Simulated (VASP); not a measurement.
Crystal: Rh.

```
Rh
1.0
     2.69235    0.00000    0.00000
    -1.34617    2.33164    0.00000
     0.00000    0.00000    4.39661
Rh
2
Direct
  0.33333 0.66667 0.25000
  0.66667 0.33333 0.75000
```

This isn't the form of Rh at room conditions, which is fcc.

- Program: VASP 6.6.1
- Task: relaxation of cell and atoms
- Functional: PBE
- Potentials or basis: VASP PAW PBE potentials, release 64 (Rh_pv)
- Cutoff: 600 eV
- k mesh: 18 × 18 × 10
- Occupations: gaussian, width 0.1 eV
- Spin: no spin polarisation

At the start: pressure 5.6 GPa; volume 13.80 Å³/atom.

Question: Where does the relaxation end?

Answer: Over 8 steps the energy falls by 6.5 meV/atom and the volume is 14.09 Å³/atom (+2.1 %); space group P6_3/mmc (No. 194, to 0.1 Å) before and after.

Step by step:
```
step  energy change (eV)  largest force (eV/Å)  pressure (GPa)  volume (Å³)
   1              0.0000                0.0000            5.59        27.60
   2              0.0360                0.0000          -10.88        29.57
   3             -0.0117                0.0000           -0.46        28.23
   4             -0.0117                0.0000           -0.33        28.22
   5             -0.0131                0.0000            0.02        28.18
   6             -0.0131                0.0000            0.03        28.18
   7             -0.0131                0.0000           -0.07        28.19
   8             -0.0131                0.0000            0.02        28.18
```

Final structure:
```cif
data_structure
_symmetry_space_group_name_H-M 'P 1'
_symmetry_Int_Tables_number 1
_cell_length_a 2.7242
_cell_length_b 2.7242
_cell_length_c 4.3852
_cell_angle_alpha 90.000
_cell_angle_beta 90.000
_cell_angle_gamma 120.000
_cell_volume 28.18
loop_
_atom_site_label
_atom_site_type_symbol
_atom_site_fract_x
_atom_site_fract_y
_atom_site_fract_z
_atom_site_occupancy
Rh1 Rh 0.33333 0.66667 0.25000 1
Rh2 Rh 0.66667 0.33333 0.75000 1
```
